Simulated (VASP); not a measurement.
# KCl (I4/mmm) in VASP: further runs

KCl is run at these levels: PBE; tasks: single point.

Everything below comes from runs of VASP 6.6.1. Logs are shortened: lines on timing, memory, paths and dates and some standing lists are left out, and cuts for length are marked.

## 1. The cell of the first run

The structure is tetragonal, space group I4/mmm (No. 139). The conventional cell has a = 4.463 Å, b = 4.463 Å, c = 6.060 Å, α = 90.00°, β = 90.00°, γ = 90.00°. Within 4.0 Å of K (site symmetry 4/mmm) lie 6 Cl at 3.03 to 3.16 Å. Cl (site symmetry 4/mmm) has 6 K at 3.03 to 3.16 Å within 4.0 Å.

## 2. Single point, PBE (strain -0.0400 x Voigt [0, 0, 1, 0, 0, 0])

The input, INCAR:

```
SYSTEM = KCl
  PREC = Accurate
  ENCUT = 520
  EDIFF = 1E-7
  ISMEAR = 0
  SIGMA = 0.05
  LREAL = .FALSE.
  LASPH = .TRUE.
  NELM = 80
  ALGO = Normal
  ISIF = 2
  LWAVE = .FALSE.
  LCHARG = .TRUE.
  GGA = PE
  LELF = .TRUE.
  LVHAR = .TRUE.
  NBANDS = 15
```

The input, KPOINTS:

```
Automatic mesh
0
G
  6 6 6
  0 0 0
```

The input, POSCAR:

```
KCl
1.0
    0.0000000000      3.1561000000      3.0298560000
    3.1561000000      0.0000000000      3.0298560000
    3.1561000000      3.1561000000      0.0000000000
K Cl
1 1
Direct
    0.0000000000      0.0000000000      0.0000000000
    0.5000000000      0.5000000000      0.5000000000
```

Potentials or basis: VASP PAW PBE potentials, release 64 (K_sv, Cl).

Run with:

```console
cat potpaw_PBE.64/K_sv/POTCAR potpaw_PBE.64/Cl/POTCAR > POTCAR
mpirun -np 1 vasp_std > vasp.out
```

OUTCAR:

```text
SYSTEM = KCl
   PREC = Accurate
   ENCUT = 520
   EDIFF = 1E-7
   ISMEAR = 0
   LREAL = .FALSE.
   LASPH = .TRUE.
   NELM = 80
   ISIF = 2
   GGA = PE

 ion  position               nearest neighbor table
   1  0.000  0.000  0.000-   2 3.03   2 3.03   2 3.16   2 3.16   2 3.16   2 3.16
   2  0.500  0.500  0.500-   1 3.03   1 3.03   1 3.16   1 3.16   1 3.16   1 3.16

  LATTYP: Found a body centered tetragonal cell.
 ALAT       =     4.4633994242
 C/A-ratio  =     1.3576450199

  Lattice vectors:

 A1 = (   0.0000000000,  -3.1561000000,  -3.0298560000)
 A2 = (   0.0000000000,   3.1561000000,  -3.0298560000)
 A3 = (   3.1561000000,   0.0000000000,   3.0298560000)

Analysis of symmetry for initial positions (statically):
=====================================================================
 Subroutine PRICEL returns:
 Original cell was already a primitive cell.

 Routine SETGRP: Setting up the symmetry group for a
 body centered tetragonal supercell.

 Subroutine GETGRP returns: Found 16 space group operations
 (whereof 16 operations were pure point group operations)
 out of a pool of 16 trial point group operations.

The static configuration has the point symmetry D_4h.

Analysis of symmetry for dynamics (positions and initial velocities):
=====================================================================
 Subroutine PRICEL returns:
 Original cell was already a primitive cell.

 Routine SETGRP: Setting up the symmetry group for a
 body centered tetragonal supercell.

 Subroutine GETGRP returns: Found 16 space group operations
 (whereof 16 operations were pure point group operations)
 out of a pool of 16 trial point group operations.

The dynamic configuration has the point symmetry D_4h.

 Subroutine INISYM returns: Found 16 space group operations
 (whereof 16 operations are pure point group operations),
 and found     1 'primitive' translations

----------------------------------------------------------------------------------------

                                     Primitive cell

  volume of cell :      60.3606

  direct lattice vectors                    reciprocal lattice vectors
     0.000000000  3.156100000  3.029856000    -0.158423371  0.158423371  0.165024344
     3.156100000  0.000000000  3.029856000     0.158423371 -0.158423371  0.165024344
     3.156100000  3.156100000  0.000000000     0.158423371  0.158423371 -0.165024344

  length of vectors
     4.375042239  4.375042239  4.463399424     0.278260603  0.278260603  0.278260603

  position of ions in fractional coordinates (direct lattice)
     0.000000000  0.000000000  0.000000000
     0.500000000  0.500000000  0.500000000

  ion indices of the primitive-cell ions
   primitive index   ion index
                 1           1
                 2           2

----------------------------------------------------------------------------------------

 KPOINTS: Automatic mesh

Automatic generation of k-mesh.
 Grid dimensions read from file:
 generate k-points for:    6    6    6

 Generating k-lattice:

  Cartesian coordinates                     Fractional coordinates (reciprocal lattice)
    -0.026403895  0.026403895  0.027504057     0.166666667 -0.000000000  0.000000000
     0.026403895 -0.026403895  0.027504057    -0.000000000  0.166666667  0.000000000
     0.026403895  0.026403895 -0.027504057     0.000000000  0.000000000  0.166666667

  Length of vectors
     0.046376767  0.046376767  0.046376767

  Shift w.r.t. Gamma in fractional coordinates (k-lattice)
     0.000000000  0.000000000  0.000000000

 Subroutine IBZKPT returns following result:
 ===========================================

 Found     30 irreducible k-points:

 Following reciprocal coordinates:
            Coordinates               Weight
  0.000000  0.000000  0.000000      1.000000
  0.166667 -0.000000  0.000000      8.000000
  0.333333 -0.000000  0.000000      8.000000
  0.500000 -0.000000  0.000000      4.000000
  0.166667  0.166667  0.000000      2.000000
  0.333333  0.166667  0.000000      8.000000
[... 16 lines left out ...]
  0.333333  0.000000  0.333333      4.000000
  0.500000  0.000000  0.333333     16.000000
 [... further k-points ...]
   k-points           NKPTS =     30   k-points in BZ     NKDIM =     30   number of bands    NBANDS=     15
   number of dos      NEDOS =    301   number of ions     NIONS =      2
   total plane-waves  NPLWV =  46656
   dimension x,y,z NGX =    36 NGY =   36 NGZ =   36
   dimension x,y,z NGXF=    72 NGYF=   72 NGZF=   72
   ions per type =               1   1
   NGX,Y,Z   is equivalent  to a cutoff of  13.68, 13.68, 13.41 a.u.
   NGXF,Y,Z  is equivalent  to a cutoff of  27.36, 27.36, 26.82 a.u.
 SYSTEM =  KCl
   PREC   = accura    normal or accurate (medium, high low for compatibility)
   ISTART =      0    job   : 0-new  1-cont  2-samecut
   ICHARG =      2    charge: 1-file 2-atom 10-const
   ISPIN  =      1    spin polarized calculation?
   LNONCOLLINEAR =      F non collinear calculations
   LSORBIT =      F    spin-orbit coupling
   LASPH  =      T    aspherical Exc in radial PAW
   ENCUT  =  520.0 eV  38.22 Ry    6.18 a.u.   8.13  8.13  8.30*2*pi/ulx,y,z
   NELM   =     80;   NELMIN=  2; NELMDL= -5     # of ELM steps
   EDIFF  = 0.1E-06   stopping-criterion for ELM
   LREAL  =      F    real-space projection
   EDIFFG = 0.1E-05   stopping-criterion for IOM
   NSW    =      0    number of steps for IOM
   IBRION =     -1    ionic relax: 0-MD 1-quasi-New 2-CG
   NFREE  =      0    steps in history (QN), initial steepest desc. (CG)
   ISIF   =      2    stress and relaxation
   ISYM   =      2    0-nonsym 1-usesym 2-fastsym
   POTIM  = 0.5000    time-step for ionic-motion
   TEBEG  =    0.0;   TEEND  =   0.0 temperature during run
   PSTRESS=    0.0 pullay stress
   NELECT =      16.0000    total number of electrons
   NUPDOWN=      -1.0000    fix difference up-down
   EMIN   =  10.00;   EMAX   =-10.00  energy-range for DOS
   EFERMI =   0.00;   METHOD = LEGACY
   ISMEAR =     0;   SIGMA  =   0.05  broadening in eV -4-tet -1-fermi 0-gaus
   EFERMI_NEDOS =   21; number of points for ismear=-14 and -15
   IALGO  =     38    algorithm
   IMIX   =      4    mixing-type and parameters
     AMIX     =   0.40;   BMIX     =  1.00
     AMIX_MAG =   1.60;   BMIX_MAG =  1.00
  volume/ion in A,a.u.               =      30.18       203.67
  Fermi-wavevector in a.u.,A,eV,Ry     =   1.051632  1.987296 15.047080  1.105929
  Thomas-Fermi vector in A             =   2.186682
   LORBIT       =      0    0 simple, 1 ext, 2 COOP (PROOUT), +10 PAW based schemes
   GGA     = PE    functional components
   LHFCALC =     F    Hartree Fock is set to
   AEXX    =    0.0000 exact exchange contribution
   IVDW    =     0    specifies the selected vdW correction
   LEPSILON=     F    determine dielectric tensor
   LRPA    =     F    only Hartree local field effects (RPA)
 non-spin polarized calculation
 Gauss-broadening in eV      SIGMA  =   0.05
  energy-cutoff  :      520.00
  volume of cell :       60.36
 maximum number of plane-waves:      1642
 NGX is ok and might be reduce to    36
   NGX = 17   NGY = 17   NGZ = 17

 number of electron      16.0000002 magnetization

 Free energy of the ion-electron system (eV)
  ---------------------------------------------------
  ext. energy  EPLUGINS =         0.00000000
  ---------------------------------------------------
  free energy    TOTEN  =        -6.77988112 eV

  energy without entropy =       -6.77988112  energy(sigma->0) =       -6.77988112

 E-fermi :  -1.4746     XC(G=0):  -7.6671

 val. band max:       -1.6869861893   @ k =   0.0000   0.0000   0.0000
 cond. band min:       3.5780804127   @ k =   0.0000   0.0000   0.0000
 fundamental gap:      5.2650666020
 Fermi energy:        -1.4745598256

 k-point     1 :       0.0000    0.0000    0.0000
  band No.  band energies     occupation
      1     -28.8306      2.00000
      2     -13.8693      2.00000
      3     -12.2956      2.00000
      4     -12.2922      2.00000
      5     -12.2922      2.00000
      6      -1.7240      2.00000
      7      -1.7240      2.00000
      8      -1.6870      2.00000
      9       3.5781      0.00000
     10       6.6000      0.00000
     11       6.6000      0.00000
     12       6.8654      0.00000
     13       7.4771      0.00000
     14       7.6938      0.00000
     15      11.3931      0.00000

 k-point     2 :       0.1667   -0.0000    0.0000
  band No.  band energies     occupation
      1     -28.8274      2.00000
      2     -13.9267      2.00000
      3     -12.2965      2.00000
      4     -12.2952      2.00000
      5     -12.2203      2.00000
      6      -2.0433      2.00000
      7      -1.8147      2.00000
      8      -1.7967      2.00000
      9       4.2286      0.00000
     10       6.5139      0.00000
     11       6.9656      0.00000
     12       7.1307      0.00000
     13       7.8590      0.00000
     14       8.1028      0.00000
     15      12.3235      0.00000

 k-point     3 :       0.3333   -0.0000    0.0000
  band No.  band energies     occupation
      1     -28.8211      2.00000
      2     -14.0293      2.00000
      3     -12.3051      2.00000
      4     -12.2976      2.00000
      5     -12.0844      2.00000
      6      -2.5893      2.00000
      7      -1.9855      2.00000
      8      -1.9796      2.00000
      9       5.4577      0.00000
     10       6.6308      0.00000
     11       7.9552      0.00000
     12       8.0634      0.00000
     13       8.8229      0.00000
     14       9.1362      0.00000
     15      11.2798      0.00000
[... 343 lines left out ...]
 k-point    23 :       0.3333    0.0000    0.3333
  band No.  band energies     occupation
      1     -28.8189      2.00000
      2     -13.8609      2.00000
      3     -12.3460      2.00000
      4     -12.3302      2.00000
      5     -12.3051      2.00000
      6      -2.4515      2.00000
      7      -1.8883      2.00000
      8      -1.8711      2.00000
      9       5.1400      0.00000
     10       5.8018      0.00000
     11       8.3032      0.00000
     12       8.9532      0.00000
     13       9.0806      0.00000
     14       9.1950      0.00000
     15      10.1514      0.00000

 k-point    24 :       0.5000    0.0000    0.3333
  band No.  band energies     occupation
      1     -28.8158      2.00000
      2     -13.8550      2.00000
      3     -12.4046      2.00000
      4     -12.3383      2.00000
      5     -12.2708      2.00000
      6      -2.4211      2.00000
      7      -2.0779      2.00000
      8      -1.9584      2.00000
      9       5.2769      0.00000
     10       6.8042      0.00000
     11       8.2660      0.00000
     12       8.8378      0.00000
     13       9.0128      0.00000
     14       9.7580      0.00000
     15      10.2208      0.00000

 [... further k-points ...]
[... 5 lines left out ...]
  --------------------------------------------------------------------------------------
  -------------------------------------------------------------------------------------
  Total        0.3396709      0.3396709      1.0932344      0.0000000      0.0000000      0.0000000
  in kB        9.0160319      9.0160319     29.0181949      0.0000000      0.0000000      0.0000000
  external PRESSURE =      15.6834195 kB  Pullay stress =       0.0000000 kB

 VOLUME and BASIS-vectors are now :
 -----------------------------------------------------------------------------
  energy-cutoff  :      520.00
  volume of cell :       60.36
      direct lattice vectors                 reciprocal lattice vectors
     0.000000000  3.156100000  3.029856000    -0.158423371  0.158423371  0.165024344
     3.156100000  0.000000000  3.029856000     0.158423371 -0.158423371  0.165024344
     3.156100000  3.156100000  0.000000000     0.158423371  0.158423371 -0.165024344

 POSITION                                       TOTAL-FORCE (eV/Angst)
 -----------------------------------------------------------------------------------
      0.00000      0.00000      0.00000         0.000000     -0.000000     -0.000000
      3.15610      3.15610      3.02986        -0.000000      0.000000      0.000000
 -----------------------------------------------------------------------------------
    total drift:                                0.000000      0.000000      0.000000

  FREE ENERGIE OF THE ION-ELECTRON SYSTEM (eV)
  ---------------------------------------------------
  free  energy   TOTEN  =        -6.7798811163 eV

  energy  without entropy=       -6.7798811163  energy(sigma->0) =       -6.77988112
```

Run time: 91 s. Hardware: 1 thread of AMD EPYC, shared host; peak memory 0.18 GiB.

What came out:

- Free energy: -6.7799 eV
- Pressure: 1.6 GPa
- Band gap on the k mesh: 5.27 eV, direct

Stress tensor (GPa, compression positive):
```
0.90 0.00 0.00
0.00 0.90 0.00
0.00 0.00 2.90
```

Caveat: the cell differs from its parent crystal (strain -0.0400 x Voigt [0, 0, 1, 0, 0, 0]).

(Part 1 of 2 ends here.)
